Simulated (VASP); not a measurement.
Crystal: NdMo.

```
Nd Mo
1.0
     4.24128    0.00000    0.00000
     0.00000    4.24128    0.00000
     0.00000    0.00000    2.65523
Nd Mo
1 1
Direct
  0.00000 0.00000 0.00000
  0.50000 0.50000 0.50000
```

The cell was generated, and may not be a known phase.

| Item | Value |
| --- | --- |
| Program | VASP 6.6.1 |
| Task | relaxation of cell and atoms |
| Functional | PBE |
| Potentials or basis | VASP PAW PBE potentials, release 64 (Nd_3, Mo_sv), 4f in core |
| Cutoff | 500 eV |
| k mesh | 5 × 5 × 7 |
| Occupations | gaussian, width 0.2 eV |
| Spin | no spin polarisation |

At the start: pressure 0.4 GPa; volume 23.88 Å³/atom.

**Question.** Where does the relaxation end?

**Answer.** Over 11 steps the energy falls by 209.9 meV/atom and the volume is 22.89 Å³/atom (-4.1 %); space group P4/mmm (No. 123, to 0.1 Å) before, Pm-3m (No. 221, to 0.1 Å).

Step by step:
```tsv
step	energy change (eV)	largest force (eV/Å)	pressure (GPa)	volume (Å³)
1	0.0000	0.0000	0.41	47.76
2	-0.2574	0.0000	-2.19	47.97
3	-0.3597	0.0000	-2.04	47.80
4	-0.3766	0.0000	-1.93	47.65
5	-0.3931	0.0000	-1.66	47.22
6	-0.4003	0.0000	-1.55	46.96
7	-0.4175	0.0000	-0.93	46.33
8	-0.3796	0.0000	2.27	44.67
9	-0.4189	0.0000	-0.67	46.19
10	-0.4175	0.0000	1.15	45.16
11	-0.4197	0.0000	0.01	45.79
```

Final structure:
```xyz
2
Lattice="3.6055 0.0000 0.0000 0.0000 3.6055 0.0000 0.0000 0.0000 3.5224" Properties=species:S:1:pos:R:3 pbc="T T T"
Nd    0.0000    0.0000    0.0000
Mo    1.8027    1.8027    1.7612
```

Caveat: a cell axis changed by over 15 % at a fixed basis, so the end point is rough.
